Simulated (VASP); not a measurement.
Here is a VASP 6.6.1 calculation.

Contents of INCAR:

```
SYSTEM = Ge
ALGO     = Normal         ! electronic algorithm
EDIFF    = 1E-6           ! SCF threshold, eV
ENCUT    = 520            ! plane-wave cutoff, eV
GGA      = PS             ! functional
ISIF     = 2              ! what is computed and relaxed
ISMEAR   = 0              ! smearing method
LASPH    = .True.         ! aspherical terms in the spheres
LCHARG   = .False.        ! write CHGCAR
LREAL    = .False.        ! projectors in reciprocal space
LWAVE    = .False.        ! write WAVECAR
NBANDS   = 21             ! bands
NELM     = 100            ! most SCF steps
PREC     = Accurate       ! precision mode
SIGMA    = 0.05           ! smearing width, eV
```

Contents of KPOINTS:

```
k-points
0
Gamma
  14 14 14
  0 0 0
```

The input POSCAR:

```
Ge
1.0
    0.0000000000      2.8378463399      2.8378463399
    2.8378463399      0.0000000000      2.8378463399
    2.8378463399      2.8378463399      0.0000000000
Ge
2
Direct
    0.5000000000      0.5000000000      0.5000000000
    0.7500000000      0.7500000000      0.7500000000
```

Potentials or basis: VASP PAW PBE potentials, release 64 (Ge_d).

The run is started by

```console
$ cat potpaw_PBE.64/Ge_d/POTCAR > POTCAR
$ mpirun -np 1 vasp_std > vasp.out
```

Question: What does it give for the pressure?

Answer: -0.4 GPa.

Question: Estimate the band gap on the k mesh.

Answer: Zero (filled and empty bands touch).

Caveat: the PAW data sets were made with another functional, which shifts forces and pressure a little.
